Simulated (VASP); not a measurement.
Set up this calculation in VASP 6.6.1, as the native input.

```
Task                   : single point
Functional             : PBEsol
Potentials or basis    : VASP PAW PBE potentials, release 64 (B, N)
Cutoff                 : 520 eV
k mesh                 : 12 × 12 × 4
Occupations            : gaussian, width 0.05 eV
Spin                   : no spin polarisation
Dipole correction      : no
Further INCAR settings : ALGO = Normal; EDIFF = 1e-06; NBANDS = 16
```

The structure of BN lies in POSCAR:

```
BN
1.0
    2.4619098641      0.0000000000      0.0000000000
   -1.2309549321      2.1320764842      0.0000000000
    0.0000000000      0.0000000000      6.7517878024
B N
2 2
Direct
    0.3333333333      0.6666666667      0.2500000000
    0.6666666667      0.3333333333      0.7500000000
    0.3333333333      0.6666666667      0.7500000000
    0.6666666667      0.3333333333      0.2500000000
```

This cell differs from its parent crystal: volume 8.860 Å^3 an atom, c/a of the conventional cell 2.7425.

The input as run:

INCAR

```
ALGO = Normal
EDIFF = 1E-6
ENCUT = 520
GGA = PS
ISIF = 2
ISMEAR = 0
LASPH = T
LCHARG = T
LELF = T
LREAL = F
LVHAR = T
LWAVE = F
NBANDS = 16
NELM = 60
PREC = Accurate
SIGMA = 0.05
```

KPOINTS

```
k-points
0
Gamma
  12 12 4
```

Potentials or basis: VASP PAW PBE potentials, release 64 (B, N).

The run is started by

```console
$ cat potpaw_PBE.64/B/POTCAR potpaw_PBE.64/N/POTCAR > POTCAR
$ mpirun -np 1 vasp_std > vasp.out
```

It gave:

```yaml
Pressure: 13.6 GPa
Band_gap_on_the_k_mesh: 4.27 eV, indirect (least direct gap 4.71 eV)
```

Caveat: the PAW data sets were made with another functional, which shifts forces and pressure a little; this functional lacks dispersion, which binds the layers, so the pressure and a relaxed spacing across them are unreliable.

Run time: 23 s on 1 thread of Intel Xeon 6975P-C, on a shared host, peak memory 0.15 GiB.
